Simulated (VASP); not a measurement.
Crystal: Cs.

```
Cs
1.0
     0.00000    3.94834    3.94834
     3.94834    0.00000    3.94834
     3.94834    3.94834    0.00000
Cs
1
Direct
  0.00000 0.00000 0.00000
```

```yaml
Program: VASP 6.6.1
Task: relaxation of cell and atoms
Functional: PBE
Dispersion: D3(BJ)
Potentials_or_basis: VASP PAW PBE potentials, release 64 (Cs_sv)
Cutoff: 600 eV
k_mesh: 6 × 6 × 6
Occupations: fermi-dirac, width 0.05 eV
Spin: no spin polarisation
```

At the start: pressure -0.2 GPa; volume 123.10 Å³/atom.

How do energy, volume and symmetry change on relaxing?

Over 4 steps the energy falls by 6.6 meV/atom and the volume is 111.61 Å³/atom (-9.3 %); space group Fm-3m (No. 225, to 0.05 Å).

The path:
```
step  energy change (eV)  largest force (eV/Å)  pressure (GPa)  volume (Å³)
   1              0.0000                0.0000           -0.17       123.10
   2             -0.0024                0.0000           -0.15       120.73
   3             -0.0063                0.0000           -0.04       114.09
   4             -0.0066                0.0000            0.00       111.61
```

Final structure:
```
Cs
1.0
     0.00000    3.82139    3.82139
     3.82139    0.00000    3.82139
     3.82139    3.82139    0.00000
Cs
1
Direct
  0.00000 0.00000 0.00000
```

Caveat: pairwise dispersion overbinds metals, which lowers pressure and volume.
